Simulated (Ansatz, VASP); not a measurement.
# SnO in VASP and in Ansatz

Contents of INCAR:

```
SYSTEM = SnO
PREC = Accurate
ENCUT = 910
EDIFF = 1E-6
ISMEAR = 0
SIGMA = 0.15
LREAL = .False.
LASPH = .True.
NELM = 120
ALGO = Normal
ISIF = 2
LWAVE = .False.
LCHARG = .False.
GGA = PE
IVDW = 12
NBANDS = 28
GGA_COMPAT = .False.
```

Contents of KPOINTS:

```
Automatic mesh
0
Gamma
  14 14 12
  0 0 0
```

The input POSCAR:

```
SnO
1.0
    3.8896657895      0.0000000000      0.0000000000
    0.0000000000      3.8896657895      0.0000000000
    0.0000000000      0.0000000000      4.6342776096
Sn O
2 2
Direct
    0.0000000000      0.5000000000      0.2432421493
    0.5000000000      0.0000000000      0.7567578507
    0.0000000000      0.0000000000      0.0000000000
    0.5000000000      0.5000000000      0.0000000000
```

Input for Ansatz:

```yaml
crystal:
  lattice:
    - [3.8896657895, 0.0, 0.0]
    - [0.0, 3.8896657895, 0.0]
    - [0.0, 0.0, 4.6342776096]
  atoms:
    - { symbol: Sn, position: [0.0, 0.5, 0.2432421493] }
    - { symbol: Sn, position: [0.5, 0.0, 0.7567578507] }
    - { symbol: O, position: [0.0, 0.0, 0.0] }
    - { symbol: O, position: [0.5, 0.5, 0.0] }
basis:
  ecutwfc: 420
kpoints:
  mp_grid: { grid: [14, 14, 12] }
hamiltonian:
  xc: pbe
  dispersion: d3bj
scf:
  occupations: { method: gaussian, width: 0.15 }
output:
  forces: true
  stress: true
  eigenvalues: true
```

Alike in both runs: task single point; functional PBE; dispersion D3(BJ); k mesh 14 × 14 × 12; occupations gaussian, width 0.15 eV; no spin polarisation.

```csv
,VASP,Ansatz
version,VASP 6.6.1,Ansatz 0.2.0
potentials or method,"VASP PAW PBE potentials, release 64 (Sn_d, O_h), cutoff 910 eV","scalar-relativistic, plane waves, PAW"
valence electrons in the cell,40,40
```

```tsv
	VASP	Ansatz	Ansatz less VASP
gap on the k mesh at the Fermi level (eV)	0.22	0.20	-0.012
least direct gap on the mesh (eV)	1.79	1.80	+0.012
rms of the force components (eV/Å)	0.093	0.064	-0.0287
```

Atom by atom the forces differ by 0.029 eV/Å (rms over components).

Noted on VASP's run: the cutoff is short for stress, so the pressure is rough.
